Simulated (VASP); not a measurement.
# PbO2: single point with PBEsol

Crystal: PbO2.

```xyz
3
Lattice="0.0000 2.7502 2.7502 2.7502 0.0000 2.7502 2.7502 2.7502 0.0000" Properties=species:S:1:pos:R:3 pbc="T T T"
Pb    0.0000    0.0000    0.0000
O     1.3751    1.3751    1.3751
O     4.1254    4.1254    4.1254
```

This cell differs from its parent crystal: volume scaled by 1.10.

| Item | Value |
| --- | --- |
| Program | VASP 6.6.1 |
| Task | single point |
| Functional | PBEsol |
| Potentials or basis | VASP PAW PBE potentials, release 64 (Pb_d, O) |
| Cutoff | 520 eV |
| k mesh | 14 × 14 × 14 |
| Occupations | gaussian, width 0.1 eV |
| Spin | no spin polarisation |

| Quantity | Value |
| --- | --- |
| Pressure | -11.3 GPa |
| Band gap on the k mesh | zero (band 13 reaches 4.83 eV, above the bottom of band 14 at 3.71 eV) |

Levels at points of the mesh, in eV from the Fermi level:
| k point | band 9 | band 10 | band 11 | band 12 | band 13 | band 14 | band 15 | band 16 | band 17 | band 18 |
| --- | --- | --- | --- | --- | --- | --- | --- | --- | --- | --- |
| (0.00, 0.00, 0.00) | -1.87 | -1.87 | -1.87 | -1.10 | -1.10 | -1.10 | 6.71 | 6.71 | 6.71 | 11.26 |
| (0.50, 0.00, 0.00) | -3.09 | -2.57 | -2.57 | -1.33 | -1.33 | 2.26 | 6.80 | 9.01 | 9.01 | 13.80 |
| (0.50, 0.50, 0.00) | -4.19 | -4.19 | -0.18 | -0.11 | -0.11 | 1.40 | 5.76 | 9.14 | 10.22 | 10.22 |

It took 37 s on 1 thread of Intel(R) Xeon(R) 6975P-C (Granite Rapids) (shared host), peak memory 0.22 GiB.

Caveat: the PAW data sets were made with another functional, which shifts forces and pressure a little; spin-orbit coupling is left out, which moves the levels of the heavy elements.
